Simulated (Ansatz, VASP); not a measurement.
## Two plane-wave programs on CaO

```
Ca O
1.0
     0.00000    2.60673    2.60673
     2.60673    0.00000    2.60673
     2.60673    2.60673    0.00000
Ca O
1 1
Direct
  0.00000 0.00000 0.00000
  0.25000 0.25000 0.25000
```

Alike in both runs: task single point; functional PBE; k mesh 8 × 8 × 8; occupations fermi-dirac, width 0.02 eV; no spin polarisation.

```csv
,VASP,Ansatz
version,VASP 6.6.1,Ansatz 0.2.0
potentials or method,"VASP PAW PBE potentials, release 64 (Ca_sv, O)","plane waves, PAW"
plane-wave cutoff (eV),520,420
valence electrons in the cell,16,16
```

```tsv
	VASP	Ansatz	Ansatz less VASP
gap on the k mesh at the Fermi level (eV)	3.33	3.33	+0.008
pressure (GPa)	1.9	1.4	-0.49
```
